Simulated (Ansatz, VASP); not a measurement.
# One calculation of BiPbBrO2, two programs

The input INCAR:

```
SYSTEM = BiPbBrO2
PREC = Accurate
ENCUT = 520
EDIFF = 1E-6
ISMEAR = 0
SIGMA = 0.05
LREAL = .False.
LASPH = .True.
NELM = 100
ALGO = Normal
ISIF = 2
LWAVE = .False.
LCHARG = .True.
GGA = CA
LELF = .True.
LVHAR = .True.
NBANDS = 32
```

File KPOINTS:

```
Automatic mesh
0
Gamma
  10 10 10
  0 0 0
```

POSCAR

```
BiPbBrO2
1.0
   -2.0049510000      2.0049510000      6.5965800000
    2.0049510000     -2.0049510000      6.5965800000
    2.0049510000      2.0049510000     -6.5965800000
Bi Pb Br O
1 1 1 2
Direct
    0.3404330000      0.3404330000      0.0000000000
    0.6521740000      0.6521740000      0.0000000000
    0.9940500000      0.9940500000      0.0000000000
    0.7566710000      0.2566710000      0.5000000000
    0.2566710000      0.7566710000      0.5000000000
```

Input for Ansatz:

```yaml
crystal:
  lattice:
    - [-2.004951, 2.004951, 6.59658]
    - [2.004951, -2.004951, 6.59658]
    - [2.004951, 2.004951, -6.59658]
  atoms:
    - { symbol: Bi, position: [0.340433, 0.340433, 0.0] }
    - { symbol: Pb, position: [0.652174, 0.652174, 0.0] }
    - { symbol: Br, position: [0.99405, 0.99405, 0.0] }
    - { symbol: O, position: [0.756671, 0.256671, 0.5] }
    - { symbol: O, position: [0.256671, 0.756671, 0.5] }
basis:
  ecutwfc: 420
kpoints:
  mp_grid: { grid: [10, 10, 10] }
hamiltonian:
  xc: lda
scf:
  occupations: { method: gaussian, width: 0.05 }
output:
  forces: true
  stress: true
  eigenvalues: true
```

Alike in both runs: task single point; functional LDA; k mesh 10 × 10 × 10; occupations gaussian, width 0.05 eV; no spin polarisation.

|  | VASP | Ansatz |
| --- | --- | --- |
| version | VASP 6.6.1 | Ansatz 0.2.0 |
| potentials or method | VASP PAW LDA potentials, release 64 (Bi_d, Pb_d, Br, O), cutoff 520 eV | scalar-relativistic, plane waves, PAW |
| valence electrons in the cell | 48 | 48 |

```csv
,VASP,Ansatz,Ansatz less VASP
gap on the k mesh at the Fermi level (eV),1.68,1.70,+0.017
least direct gap on the mesh (eV),1.98,1.99,+0.009
pressure (GPa),-5.9,-6.1,-0.21
"traceless stress, the component that is largest in VASP (GPa)",0.47,0.52,+0.044
rms of the force components (eV/Å),0.224,0.249,+0.0247
```

LDA's correlation is that of Perdew and Zunger in VASP and of Perdew and Wang (1992) in Ansatz. Atom by atom the forces differ by 0.026 eV/Å (rms over components).

Spin-orbit coupling is off throughout.
